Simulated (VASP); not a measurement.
Here is a VASP 6.6.1 calculation.

File INCAR:

```
PREC = Accurate
ENCUT = 520
EDIFF = 1E-7
ISMEAR = 0
SIGMA = 0.15
LREAL = False
LASPH = True
NELM = 100
ALGO = Fast
ISIF = 2
LWAVE = False
LCHARG = False
GGA = PS
NBANDS = 26
```

File KPOINTS:

```
Automatic mesh
0
Gamma
  12 12 12
```

The input POSCAR:

```
Sc3Al
1.0
    4.4404169237      0.0000000000      0.0000000000
    0.0000000000      4.4404169237      0.0000000000
    0.0000000000      0.0000000000      4.3091730737
Sc Al
3 1
Direct
    0.5000000000      0.0000000000      0.5000000000
    0.0000000000      0.5000000000      0.5000000000
    0.5000000000      0.5000000000      0.0000000000
    0.0000000000      0.0000000000      0.0000000000
```

Potentials or basis: VASP PAW PBE potentials, release 64 (Sc_sv, Al).

Run with:

```sh
$ cat potpaw_PBE.64/Sc_sv/POTCAR potpaw_PBE.64/Al/POTCAR > POTCAR
$ mpirun -np 1 vasp_std > vasp.out
```

Predict the band gap on the k mesh.

zero (bands 18 and 19 overlap by 1.42 eV).

Estimate the pressure.

-0.9 GPa.

Stress tensor (GPa, compression positive):
```
-1.47  0.00  0.00
 0.00 -1.47  0.00
 0.00  0.00  0.39
```

Caveat: the cell differs from its parent crystal (strain +0.015 along x and y, -0.015 along z); the PAW data sets were made with another functional, which shifts forces and pressure a little.
